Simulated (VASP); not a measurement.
A run of VASP 6.6.1 is set up as follows.

Contents of INCAR:

```
SYSTEM = Sn2PdAu
PREC = Accurate
ENCUT = 520
EDIFF = 1E-7
ISMEAR = 0
SIGMA = 0.1
LREAL = .FALSE.
LASPH = .TRUE.
NELM = 100
ALGO = Normal
ISIF = 2
LWAVE = .FALSE.
LCHARG = .TRUE.
GGA = CA
LELF = .TRUE.
LVHAR = .TRUE.
NBANDS = 32
```

Contents of KPOINTS:

```
regular mesh
0
G
  7 7 5
  0 0 0
```

File POSCAR:

```
Sn2PdAu
1.0
    4.1630200000      0.0000000000      0.0000000000
   -2.0815100000      3.6052800000      0.0000000000
    0.0000000000      0.0000000000      5.6983000000
Sn Pd Au
2 1 1
Direct
    0.3333333333      0.6666666667      0.2354700000
    0.6666666667      0.3333333333      0.7645300000
    0.0000000000      0.0000000000      0.0000000000
    0.0000000000      0.0000000000      0.5000000000
```

Potentials or basis: VASP PAW LDA potentials, release 64 (Sn_d, Pd, Au).

Command:

```sh
$ cat potpaw_LDA.64/Sn_d/POTCAR potpaw_LDA.64/Pd/POTCAR potpaw_LDA.64/Au/POTCAR > POTCAR
$ mpirun -np 1 vasp_std > vasp.out
```

Task: What does it give for the pressure?

Result: -4.9 GPa.

Task: Predict the largest force.

Result: 0.035 eV/Å.

Forces in eV/Å, atoms in the order of the input:
```
Sn   0.000  0.000 -0.035
Sn   0.000  0.000  0.035
Pd   0.000  0.000  0.000
Au   0.000  0.000  0.000
```

Caveat: the cell stands under tension.
